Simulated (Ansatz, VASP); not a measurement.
# Cs in VASP and in Ansatz

The input INCAR:

```
SYSTEM = Cs
PREC = Accurate ; ENCUT = 520
EDIFF = 1E-6 ; ISMEAR = 0
SIGMA = 0.15 ; LREAL = .FALSE.
LASPH = .TRUE. ; NELM = 100
ALGO = Normal ; ISIF = 2
LWAVE = .FALSE. ; LCHARG = .FALSE.
GGA = CA ; NBANDS = 10
```

Contents of KPOINTS:

```
regular mesh
0
G
  12 12 12
  0 0 0
```

POSCAR

```
Cs
1.0
   -3.0225000000      3.0225000000      3.0225000000
    3.0225000000     -3.0225000000      3.0225000000
    3.0225000000      3.0225000000     -3.0225000000
Cs
1
Direct
    0.0000000000      0.0000000000      0.0000000000
```

Input for Ansatz:

```yaml
crystal:
  lattice:
    - [-3.0225, 3.0225, 3.0225]
    - [3.0225, -3.0225, 3.0225]
    - [3.0225, 3.0225, -3.0225]
  atoms:
    - { symbol: Cs, position: [0.0, 0.0, 0.0] }
basis:
  ecutwfc: 420
kpoints:
  mp_grid: { grid: [12, 12, 12] }
hamiltonian:
  xc: lda
scf:
  occupations: { method: gaussian, width: 0.15 }
output:
  forces: true
  stress: true
  eigenvalues: true
```

Alike in both runs: task single point; functional LDA; k mesh 12 × 12 × 12; occupations gaussian, width 0.15 eV; no spin polarisation.

|  | VASP | Ansatz |
| --- | --- | --- |
| version | VASP 6.6.1 | Ansatz 0.2.0 |
| potentials or method | VASP PAW LDA potentials, release 64 (Cs_sv), cutoff 520 eV | scalar-relativistic, plane waves, PAW |
| valence electrons in the cell | 9 | 9 |

|  | VASP | Ansatz | Ansatz less VASP |
| --- | --- | --- | --- |
| gap on the k mesh at the Fermi level (eV) | none | none | - |
| pressure (GPa) | -0.3 | -0.3 | +0.01 |

LDA's correlation is that of Perdew and Zunger in VASP and of Perdew and Wang (1992) in Ansatz. A gap of «none» marks a metal or a gap that the smearing closes.

Spin-orbit coupling is off throughout.
